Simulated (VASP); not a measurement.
Write the native input for VASP 6.6.1 that does the following.

* Task: single point
* Functional: LDA
* Potentials or basis: VASP PAW LDA potentials, release 64 (Na_pv, S)
* Cutoff: 500 eV
* k mesh: 2 × 2 × 2
* Occupations: gaussian, width 0.01 eV
* Spin: no spin polarisation
* Dipole correction: no
* Further INCAR settings: ALGO = Normal; EDIFF = 1e-06; NBANDS = 17

The structure of Na2S lies in POSCAR:

```
Na2S
1.0
    0.0000000000      3.2554286299      3.2554286299
    3.2554286299      0.0000000000      3.2554286299
    3.2554286299      3.2554286299      0.0000000000
Na S
2 1
Direct
    0.2500000000      0.2500000000      0.2500000000
    0.7500000000      0.7500000000      0.7500000000
    0.0000000000      0.0000000000      0.0000000000
```

The input as run:

INCAR

```
PREC = Accurate
ENCUT = 500
EDIFF = 1E-6
ISMEAR = 0
SIGMA = 0.01
LREAL = False
LASPH = True
NELM = 120
ALGO = Normal
ISIF = 2
LWAVE = False
LCHARG = False
NBANDS = 17
GGA_COMPAT = False
```

KPOINTS

```
regular mesh
0
Gamma
  2 2 2
```

Potentials or basis: VASP PAW LDA potentials, release 64 (Na_pv, S).

Run with:

```console
$ cat potpaw_LDA.64/Na_pv/POTCAR potpaw_LDA.64/S/POTCAR > POTCAR
$ mpirun -np 1 vasp_std > vasp.out
```

Results of the run:

* Pressure: -0.9 GPa
* Band gap on the k mesh: 2.15 eV, direct

Caveat: the k points lie up to 0.84 Å⁻¹ apart.

It took 2.5 s on 1 thread of Intel(R) Xeon(R) 6975P-C (Granite Rapids), on a shared host, peak memory 0.15 GiB.
